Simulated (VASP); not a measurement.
Wanted: the native input for a VASP 6.6.1 run.

* Task: single point
* Functional: PBEsol
* Potentials or basis: VASP PAW PBE potentials, release 64 (Au)
* Cutoff: 520 eV
* k mesh: 10 × 10 × 6
* Occupations: fermi-dirac, width 0.05 eV
* Spin: no spin polarisation
* Dipole correction: no
* Further INCAR settings: ALGO = Fast; EDIFF = 1e-07; NBANDS = 18

The structure of Au lies in POSCAR:

```
Au
1.0
    2.7774372439      0.0000000000      0.0000000000
   -0.0127802532      2.7820643814      0.0000000000
   -1.1225128459     -1.1693899293      4.8574651452
Au
2
Direct
    0.6728620000      0.6659620000      0.2740550000
    0.3271380000      0.3340380000      0.7259450000
```

These files were run (other wordings do the same):

INCAR

```
ALGO = Fast ; EDIFF = 1E-7
ENCUT = 520 ; GGA = PS
ISIF = 2 ; ISMEAR = -1
LASPH = T ; LCHARG = T
LELF = T ; LREAL = F
LVHAR = T ; LWAVE = F
NBANDS = 18 ; NELM = 100
PREC = Accurate ; SIGMA = 0.05
```

KPOINTS

```
k-points
0
Gamma
  10 10 6
```

Potentials or basis: VASP PAW PBE potentials, release 64 (Au).

The run is started by

```bash
$ cat potpaw_PBE.64/Au/POTCAR > POTCAR
$ mpirun -np 1 vasp_std > vasp.out
```

It gave:

| Property | Result |
| --- | --- |
| Pressure | -3.3 GPa |
| Largest force | 0.090 eV/Å |
| Band gap on the k mesh | zero (band 11 reaches 10.92 eV, above the bottom of band 12 at 5.97 eV) |

Caveat: the PAW data sets were made with another functional, which shifts forces and pressure a little; spin-orbit coupling is left out, which moves the levels of the heavy elements.

Run time: 110 s on 1 thread of AMD EPYC 9R45 96-Core Processor (Zen 5) (shared host), peak memory 0.26 GiB.
